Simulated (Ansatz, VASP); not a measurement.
## Two plane-wave programs on NaF

```xyz
6
Lattice="3.8035 0.0000 0.0000 -1.9017 3.2939 0.0000 0.0000 0.0000 7.5169" Properties=species:S:1:pos:R:3 pbc="T T T"
Na   -0.9679    2.7547    5.0113
Na    0.0000    1.0783    2.5056
Na    0.9679    2.7547    0.0000
F     2.8629    0.5430    5.0113
F     1.9017    2.2079    2.5056
F     0.9405    0.5430    0.0000
```

Alike in both runs: functional PBE; k mesh 6 × 6 × 4; occupations gaussian, width 0.02 eV; no spin polarisation.

Ansatz relaxed the structure, and its values are those at the end. VASP's run is a single point on that final structure, the one shown.

|  | VASP | Ansatz |
| --- | --- | --- |
| version | VASP 6.6.1 | Ansatz 0.2.0 |
| potentials or method | VASP PAW PBE potentials, release 64 (Na_pv, F), cutoff 520 eV | scalar-relativistic, plane waves, PAW |
| valence electrons in the cell | 42 | 48 |

Ansatz gave:

- gap on the k mesh at the Fermi level (eV): 4.85
- least direct gap on the mesh (eV): 4.85
- pressure (GPa): 0.0

Problem. What did VASP give for the same quantities?

Solution. gap on the k mesh at the Fermi level (eV): 4.83; least direct gap on the mesh (eV): 4.83; pressure (GPa): -0.1.

VASP's potentials hold 42 valence electrons a cell and Ansatz's 48, so a difference there can come from the potentials and not from the codes.
